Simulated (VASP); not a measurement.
# GaN in VASP: single point with LDA

Aim: the single point of GaN with LDA.

Program: VASP 6.6.1. These are calculated values, not measurements. Logs are shortened: lines on timing, memory, paths and dates and some standing lists are left out, and cuts for length are marked.

**1. The cell of the first run**

The cell holds a sheet with vacuum, 2 atoms: a = 3.154 Å, b = 3.154 Å, c = 23.800 Å, α = 90.00°, β = 90.00°, γ = 120.00°.

**2. Single point, LDA**

Contents of INCAR:

```
SYSTEM = GaN
PREC = Accurate
ENCUT = 520
EDIFF = 1E-6
ISMEAR = 0
SIGMA = 0.03
LREAL = .FALSE.
LASPH = .TRUE.
NELM = 120
ALGO = Normal
ISIF = 2
LWAVE = .FALSE.
LCHARG = .FALSE.
LDIPOL = .TRUE.
IDIPOL = 3
DIPOL = 0.5 0.5 0.294
GGA = CA
NBANDS = 16
GGA_COMPAT = .FALSE.
NELMDL = -8
```

Contents of KPOINTS:

```
regular mesh
0
G
  12 12 1
  0 0 0
```

Contents of POSCAR:

```
GaN
1.0
    3.1537363814      0.0000000000      0.0000000000
   -1.5768681907      2.7312158231      0.0000000000
    0.0000000000      0.0000000000     23.8000000000
Ga N
1 1
Direct
    0.3333333333      0.6666666667      0.2941176471
    0.6666666667      0.3333333333      0.2941176471
```

Potentials or basis: VASP PAW LDA potentials, release 64 (Ga_d, N).

The run is started by

```bash
cat potpaw_LDA.64/Ga_d/POTCAR potpaw_LDA.64/N/POTCAR > POTCAR
mpirun -np 1 vasp_std > vasp.out
```

OUTCAR:

```text
SYSTEM = GaN
   PREC = Accurate
   ENCUT = 520
   EDIFF = 1E-6
   ISMEAR = 0
   LREAL = .FALSE.
   LASPH = .TRUE.
   NELM = 120
   ISIF = 2
   GGA = CA
   NELMDL = -8

 ion  position               nearest neighbor table
   1  0.333  0.667  0.294-   2 1.82   2 1.82   2 1.82
   2  0.667  0.333  0.294-   1 1.82   1 1.82   1 1.82

  LATTYP: Found a hexagonal cell.
 ALAT       =     3.1537363814
 C/A-ratio  =     7.5466041297

  Lattice vectors:

 A1 = (   3.1537363814,   0.0000000000,   0.0000000000)
 A2 = (  -1.5768681907,   2.7312158231,   0.0000000000)
 A3 = (   0.0000000000,   0.0000000000,  23.8000000000)

Analysis of symmetry for initial positions (statically):
=====================================================================
 Subroutine PRICEL returns:
 Original cell was already a primitive cell.

 Routine SETGRP: Setting up the symmetry group for a
 hexagonal supercell.

 Subroutine GETGRP returns: Found 12 space group operations
 (whereof  6 operations were pure point group operations)
 out of a pool of 24 trial point group operations.

The static configuration has the point symmetry C_3v.
 The point group associated with its full space group is D_3h.

Analysis of symmetry for dynamics (positions and initial velocities):
=====================================================================
 Subroutine PRICEL returns:
 Original cell was already a primitive cell.

 Routine SETGRP: Setting up the symmetry group for a
 hexagonal supercell.

 Subroutine GETGRP returns: Found 12 space group operations
 (whereof  6 operations were pure point group operations)
 out of a pool of 24 trial point group operations.

The dynamic configuration has the point symmetry C_3v.
 The point group associated with its full space group is D_3h.

 Subroutine INISYM returns: Found 12 space group operations
 (whereof  6 operations are pure point group operations),
 and found     1 'primitive' translations

----------------------------------------------------------------------------------------

                                     Primitive cell

  volume of cell :     205.0021

  direct lattice vectors                    reciprocal lattice vectors
     3.153736381  0.000000000  0.000000000     0.317084207  0.183068652  0.000000000
    -1.576868191  2.731215823  0.000000000     0.000000000  0.366137305  0.000000000
     0.000000000  0.000000000 23.800000000     0.000000000  0.000000000  0.042016807

  length of vectors
     3.153736381  3.153736381 23.800000000     0.366137305  0.366137305  0.042016807

  position of ions in fractional coordinates (direct lattice)
     0.333333333  0.666666667  0.294117647
     0.666666667  0.333333333  0.294117647

  ion indices of the primitive-cell ions
   primitive index   ion index
                 1           1
                 2           2

----------------------------------------------------------------------------------------

 KPOINTS: regular mesh

Automatic generation of k-mesh.
 Grid dimensions read from file:
 generate k-points for:   12   12    1

 Generating k-lattice:

  Cartesian coordinates                     Fractional coordinates (reciprocal lattice)
     0.026423684  0.015255721  0.000000000     0.083333333 -0.000000000  0.000000000
     0.000000000  0.030511442  0.000000000     0.000000000  0.083333333  0.000000000
     0.000000000  0.000000000  0.042016807     0.000000000  0.000000000  1.000000000

  Length of vectors
     0.030511442  0.030511442  0.042016807

  Shift w.r.t. Gamma in fractional coordinates (k-lattice)
     0.000000000  0.000000000  0.000000000

 Subroutine IBZKPT returns following result:
 ===========================================

 Found     19 irreducible k-points:

 Following reciprocal coordinates:
            Coordinates               Weight
  0.000000  0.000000  0.000000      1.000000
  0.083333  0.000000  0.000000      6.000000
  0.166667 -0.000000  0.000000      6.000000
  0.250000 -0.000000  0.000000      6.000000
  0.333333 -0.000000  0.000000      6.000000
  0.416667  0.000000  0.000000      6.000000
[... 11 lines left out ...]
  0.333333  0.250000  0.000000     12.000000
  0.333333  0.333333  0.000000      2.000000
   k-points           NKPTS =     19   k-points in BZ     NKDIM =     19   number of bands    NBANDS=     16
   number of dos      NEDOS =    301   number of ions     NIONS =      2
   total plane-waves  NPLWV = 103680
   dimension x,y,z NGX =    24 NGY =   24 NGZ =  180
   dimension x,y,z NGXF=    48 NGYF=   48 NGZF=  360
   ions per type =               1   1
   NGX,Y,Z   is equivalent  to a cutoff of  12.65, 12.65, 12.57 a.u.
   NGXF,Y,Z  is equivalent  to a cutoff of  25.30, 25.30, 25.15 a.u.
 SYSTEM =  GaN
   PREC   = accura    normal or accurate (medium, high low for compatibility)
   ISTART =      0    job   : 0-new  1-cont  2-samecut
   ICHARG =      2    charge: 1-file 2-atom 10-const
   ISPIN  =      1    spin polarized calculation?
   LNONCOLLINEAR =      F non collinear calculations
   LSORBIT =      F    spin-orbit coupling
   LASPH  =      T    aspherical Exc in radial PAW
   ENCUT  =  520.0 eV  38.22 Ry    6.18 a.u.   5.86  5.86 44.25*2*pi/ulx,y,z
   NELM   =    120;   NELMIN=  2; NELMDL= -8     # of ELM steps
   EDIFF  = 0.1E-05   stopping-criterion for ELM
   LREAL  =      F    real-space projection
   EDIFFG = 0.1E-04   stopping-criterion for IOM
   NSW    =      0    number of steps for IOM
   IBRION =     -1    ionic relax: 0-MD 1-quasi-New 2-CG
   NFREE  =      0    steps in history (QN), initial steepest desc. (CG)
   ISIF   =      2    stress and relaxation
   ISYM   =      2    0-nonsym 1-usesym 2-fastsym
   POTIM  = 0.5000    time-step for ionic-motion
   TEBEG  =    0.0;   TEEND  =   0.0 temperature during run
   PSTRESS=    0.0 pullay stress
   NELECT =      18.0000    total number of electrons
   NUPDOWN=      -1.0000    fix difference up-down
   EMIN   =  10.00;   EMAX   =-10.00  energy-range for DOS
   EFERMI =   0.00;   METHOD = LEGACY
   ISMEAR =     0;   SIGMA  =   0.03  broadening in eV -4-tet -1-fermi 0-gaus
   EFERMI_NEDOS =   21; number of points for ismear=-14 and -15
   IALGO  =     38    algorithm
   IMIX   =      4    mixing-type and parameters
     AMIX     =   0.40;   BMIX     =  1.00
     AMIX_MAG =   1.60;   BMIX_MAG =  1.00
  volume/ion in A,a.u.               =     102.50       691.71
  Fermi-wavevector in a.u.,A,eV,Ry     =   0.727634  1.375029  7.203618  0.529451
  Thomas-Fermi vector in A             =   1.818906
   LORBIT       =      0    0 simple, 1 ext, 2 COOP (PROOUT), +10 PAW based schemes
   GGA     = CA    functional components
   LHFCALC =     F    Hartree Fock is set to
   AEXX    =    0.0000 exact exchange contribution
   IVDW    =     0    specifies the selected vdW correction
   LEPSILON=     F    determine dielectric tensor
   LRPA    =     F    only Hartree local field effects (RPA)
 non-spin polarized calculation
 Gauss-broadening in eV      SIGMA  =   0.03
  energy-cutoff  :      520.00
  volume of cell :      205.00
 maximum number of plane-waves:      5564
 NGX is ok and might be reduce to    24
   NGX = 11   NGY = 11   NGZ = 89

 dipolmoment           0.000000      0.000000     -0.000025 electrons x Angstroem

 number of electron      18.0000005 magnetization

 dipolmoment           0.000000      0.000000      0.000003 electrons x Angstroem

 Free energy of the ion-electron system (eV)
  ---------------------------------------------------
  ext. energy  EPLUGINS =         0.00000000
  ---------------------------------------------------
  free energy    TOTEN  =       -12.94335490 eV

  energy without entropy =      -12.94335490  energy(sigma->0) =      -12.94335490

 E-fermi :  -4.3187     XC(G=0):  -1.9367

 val. band max:       -4.4840900989   @ k =   0.3333   0.3333   0.0000
 cond. band min:      -2.0179122313   @ k =   0.0000   0.0000   0.0000
 fundamental gap:      2.4661778676
 Fermi energy:        -4.3186926839

 k-point     1 :       0.0000    0.0000    0.0000
  band No.  band energies     occupation
      1     -19.9032      2.00000
      2     -17.9419      2.00000
      3     -17.9419      2.00000
      4     -17.6086      2.00000
      5     -17.6086      2.00000
      6     -16.8854      2.00000
[... 8 lines left out ...]
     15       2.4866      0.00000
     16       2.7894      0.00000

 k-point     2 :       0.0833    0.0000    0.0000
  band No.  band energies     occupation
      1     -19.8445      2.00000
      2     -17.9433      2.00000
      3     -17.9193      2.00000
      4     -17.6189      2.00000
      5     -17.6101      2.00000
      6     -16.8489      2.00000
[... 8 lines left out ...]
     15       2.6459      0.00000
     16       2.8776      0.00000

 k-point     3 :       0.1667   -0.0000    0.0000
  band No.  band energies     occupation
      1     -19.6890      2.00000
      2     -17.9391      2.00000
      3     -17.8564      2.00000
      4     -17.6465      2.00000
      5     -17.6141      2.00000
      6     -16.7320      2.00000
[... 8 lines left out ...]
     15       3.0955      0.00000
     16       3.1292      0.00000

 k-point     4 :       0.2500   -0.0000    0.0000
  band No.  band energies     occupation
      1     -19.4945      2.00000
      2     -17.9125      2.00000
      3     -17.7679      2.00000
      4     -17.6832      2.00000
      5     -17.6196      2.00000
      6     -16.5131      2.00000
[... 8 lines left out ...]
     15       3.5561      0.00000
     16       3.6833      0.00000
[... 229 lines left out ...]
 k-point    17 :       0.2500    0.2500    0.0000
  band No.  band energies     occupation
      1     -19.1756      2.00000
      2     -17.8702      2.00000
      3     -17.7311      2.00000
      4     -17.6528      2.00000
      5     -17.6010      2.00000
      6     -15.5979      2.00000
[... 8 lines left out ...]
     15       5.3967      0.00000
     16       5.3969      0.00000

 k-point    18 :       0.3333    0.2500    0.0000
  band No.  band energies     occupation
      1     -19.1280      2.00000
      2     -17.8525      2.00000
      3     -17.7354      2.00000
      4     -17.6628      2.00000
      5     -17.5893      2.00000
      6     -15.3017      2.00000
[... 8 lines left out ...]
     15       6.3666      0.00000
     16       6.4564      0.00000

 k-point    19 :       0.3333    0.3333    0.0000
  band No.  band energies     occupation
      1     -19.1068      2.00000
      2     -17.8532      2.00000
      3     -17.7324      2.00000
      4     -17.6712      2.00000
      5     -17.5900      2.00000
      6     -15.1786      2.00000
[... 8 lines left out ...]
     15       7.1167      0.00000
     16       7.6090      0.00000

------------------------ aborting loop because EDIFF is reached ----------------------------------------

 vacuum level on the upper side and lower side of the slab       (xc-potential included)        -0.008        -0.008

  FORCE on cell =-STRESS in cart. coord.  units (eV):
  Direction    XX          YY          ZZ          XY          YZ          ZX
  --------------------------------------------------------------------------------------
  -------------------------------------------------------------------------------------
  Total        0.2370402      0.2370402     -0.0143597      0.0000000      0.0000000      0.0000000
  in kB        1.8525684      1.8525684     -0.1122273      0.0000000      0.0000000      0.0000000
  external PRESSURE =       1.1976365 kB  Pullay stress =       0.0000000 kB

 VOLUME and BASIS-vectors are now :
 -----------------------------------------------------------------------------
  energy-cutoff  :      520.00
  volume of cell :      205.00
      direct lattice vectors                 reciprocal lattice vectors
     3.153736381  0.000000000  0.000000000     0.317084207  0.183068652  0.000000000
    -1.576868191  2.731215823  0.000000000     0.000000000  0.366137305  0.000000000
     0.000000000  0.000000000 23.800000000     0.000000000  0.000000000  0.042016807

 POSITION                                       TOTAL-FORCE (eV/Angst)
 -----------------------------------------------------------------------------------
     -0.00000      1.82081      7.00000         0.000000     -0.000000     -0.000000
      1.57687      0.91041      7.00000        -0.000000      0.000000      0.000000
 -----------------------------------------------------------------------------------
    total drift:                                0.000006     -0.000003      0.000100

  FREE ENERGIE OF THE ION-ELECTRON SYSTEM (eV)
  ---------------------------------------------------
  free  energy   TOTEN  =       -12.9433548991 eV

  energy  without entropy=      -12.9433548991  energy(sigma->0) =      -12.94335490

 vacuum level on the upper side and lower side of the slab         1.139         1.139
```

It used 92 s of CPU time on 1 thread of Intel(R) Xeon(R) Platinum 8488C (Sapphire Rapids) (shared host).

Results:

```
Free energy            : -12.9434 eV
Band gap on the k mesh : 2.47 eV (least direct gap 2.68 eV)
```
